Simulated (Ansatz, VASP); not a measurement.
**CdSe: VASP beside Ansatz**

```
Cd Se
1.0
     4.13863    0.00000    0.00000
    -2.06932    3.58416    0.00000
     0.00000    0.00000    7.26541
Cd Se
2 2
Direct
  0.33333 0.66667 0.00820
  0.66667 0.33333 0.50820
  0.33333 0.66667 0.36780
  0.66667 0.33333 0.86780
```

Change from the starting cell: strained cell.

Alike in both runs: functional PBEsol; k mesh 9 × 9 × 4; occupations gaussian, width 0.02 eV; no spin polarisation.

Ansatz relaxed the structure, and its values are those at the end. VASP's run is a single point on that final structure, the one shown.

```csv
,VASP,Ansatz
version,VASP 6.6.1,Ansatz 0.2.0
potentials or method,"VASP PAW PBE potentials, release 64 (Cd, Se), cutoff 500 eV","scalar-relativistic, plane waves, PAW"
valence electrons in the cell,36,72
```

|  | VASP | Ansatz | Ansatz less VASP |
| --- | --- | --- | --- |
| gap on the k mesh at the Fermi level (eV) | 0.40 | 0.40 | -0.001 |
| least direct gap on the mesh (eV) | 0.40 | 0.40 | -0.001 |
| pressure (GPa) | 2.6 | 2.2 | -0.40 |
| rms of the force components (eV/Å) | 0.005 | 0.001 | -0.0040 |

VASP's potentials were made for PBE, not for PBEsol, and Ansatz warns of the same on its side. The functional is the same, so the differences come from potentials, cutoffs and numerics. VASP's potentials hold 36 valence electrons a cell and Ansatz's 72, so a difference there can come from the potentials and not from the codes. Ansatz's warnings: stress scf threshold loose.
